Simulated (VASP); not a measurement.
Here is a VASP 6.6.1 calculation.

File POSCAR:

```
LiF
1.0
    0.0000000000      1.9951010462      1.9951010462
    1.9951010462      0.0000000000      1.9951010462
    1.9951010462      1.9951010462      0.0000000000
Li F
1 1
Direct
    0.0000000000      0.0000000000      0.0000000000
    0.5000000000      0.5000000000      0.5000000000
```

Contents of INCAR.step1:

```
ALGO     = Normal         # electronic algorithm
EDIFF    = 1E-5           # SCF threshold, eV
ENCUT    = 600            # plane-wave cutoff, eV
GGA      = PE             # functional
ISMEAR   = -1             # smearing method
LASPH    = True           # aspherical terms in the spheres
LCHARG   = False          # write CHGCAR
LREAL    = False          # projectors in reciprocal space
LWAVE    = True           # write WAVECAR
NBANDS   = 12             # bands
NELM     = 60             # most SCF steps
PREC     = Accurate       # precision mode
SIGMA    = 0.02           # smearing width, eV
```

INCAR.step2

```
ALGO     = Normal         # electronic algorithm
EDIFF    = 1E-6           # SCF threshold, eV
EDIFFG   = -0.005         # ionic threshold
ENCUT    = 600            # plane-wave cutoff, eV
GGA      = PE             # functional
HFSCREEN = 0.2079         # screening, 1/A
IBRION   = 2              # ionic algorithm
ISIF     = 3              # what is computed and relaxed
ISMEAR   = -1             # smearing method
ISTART   = 1            
LASPH    = True           # aspherical terms in the spheres
LCHARG   = False          # write CHGCAR
LHFCALC  = True           # exact exchange
LREAL    = False          # projectors in reciprocal space
LWAVE    = False          # write WAVECAR
NELM     = 60             # most SCF steps
NSW      = 80             # ionic steps
PREC     = Accurate       # precision mode
PRECFOCK = Normal       
SIGMA    = 0.02           # smearing width, eV
```

Contents of KPOINTS:

```
k-points
0
Gamma
  6 6 6
```

Potentials or basis: VASP PAW PBE potentials, release 64 (Li_sv, F).

Run with:

```console
$ cat potpaw_PBE.64/Li_sv/POTCAR potpaw_PBE.64/F/POTCAR > POTCAR
$ cp INCAR.step1 INCAR
$ mpirun -np 1 vasp_std > vasp.out
$ cp INCAR.step2 INCAR
$ mpirun -np 1 vasp_std > vasp.out
```

(1) Estimate the relaxed cell.

(2) Predict the space group after relaxing (to 0.05 Å).

(3) Predict the band gap on the k mesh.

Answers

(1) a = 2.831 Å, b = 2.831 Å, c = 2.831 Å, α = 60.00°, β = 60.00°, γ = 60.00°.

(2) Fm-3m (No. 225).

(3) 11.56 eV, direct.

Caveat: the k points lie up to 0.45 Å⁻¹ apart in the final cell.
